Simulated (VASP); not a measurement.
Set up this calculation in VASP 6.6.1, as the native input.

| Property | Result |
| --- | --- |
| Task | relaxation of cell and atoms |
| Functional | PBE |
| Potentials or basis | VASP PAW PBE potentials, release 64 (Zn) |
| Cutoff | 600 eV |
| k mesh | 18 × 18 × 18 |
| Occupations | gaussian, width 0.1 eV |
| Spin | no spin polarisation |
| Dipole correction | no |
| Further INCAR settings | ALGO = Fast; EDIFF = 1e-07; IBRION = 2; EDIFFG = -0.01; NSW = 80; ISIF = 3 |

The structure of Zn lies in POSCAR:

```
Zn
1.0
    0.0000000000      1.9573669634      1.9573669634
    1.9573669634      0.0000000000      1.9573669634
    1.9573669634      1.9573669634      0.0000000000
Zn
1
Direct
    0.0000000000      0.0000000000      0.0000000000
```

The input as run:

INCAR

```
SYSTEM = Zn
PREC     = Accurate       ! precision mode
ENCUT    = 600            ! plane-wave cutoff, eV
EDIFF    = 1E-7           ! SCF threshold, eV
ISMEAR   = 0              ! smearing method
SIGMA    = 0.1            ! smearing width, eV
LREAL    = .FALSE.        ! projectors in reciprocal space
LASPH    = .TRUE.         ! aspherical terms in the spheres
NELM     = 60             ! most SCF steps
ALGO     = Fast           ! electronic algorithm
ISIF     = 3              ! what is computed and relaxed
LWAVE    = .FALSE.        ! write WAVECAR
LCHARG   = .FALSE.        ! write CHGCAR
GGA      = PE             ! functional
IBRION   = 2              ! ionic algorithm
NSW      = 80             ! ionic steps
EDIFFG   = -0.01          ! ionic threshold
```

KPOINTS

```
Automatic mesh
0
G
  18 18 18
  0 0 0
```

Potentials or basis: VASP PAW PBE potentials, release 64 (Zn).

The run is started by

```bash
$ cat potpaw_PBE.64/Zn/POTCAR > POTCAR
$ mpirun -np 1 vasp_std > vasp.out
```

It gave:

The relaxed volume is 15.23 Å³/atom. The relaxed cell is a = 2.782 Å, b = 2.782 Å, c = 2.782 Å, α = 60.00°, β = 60.00°, γ = 60.00° and the space group after relaxing (to 0.05 Å) is Fm-3m (No. 225). The energy gained by relaxing is 0.7 meV/atom and the ionic steps are 4. The pressure after relaxing is -0.1 GPa and the band gap on the k mesh is zero (band 6 reaches 4.69 eV, above the bottom of band 7 at 1.67 eV).

Wall time 2.3 min on 1 thread of AMD EPYC 7R43 64-Core Processor (Zen 3) (shared host), peak memory 0.13 GiB.
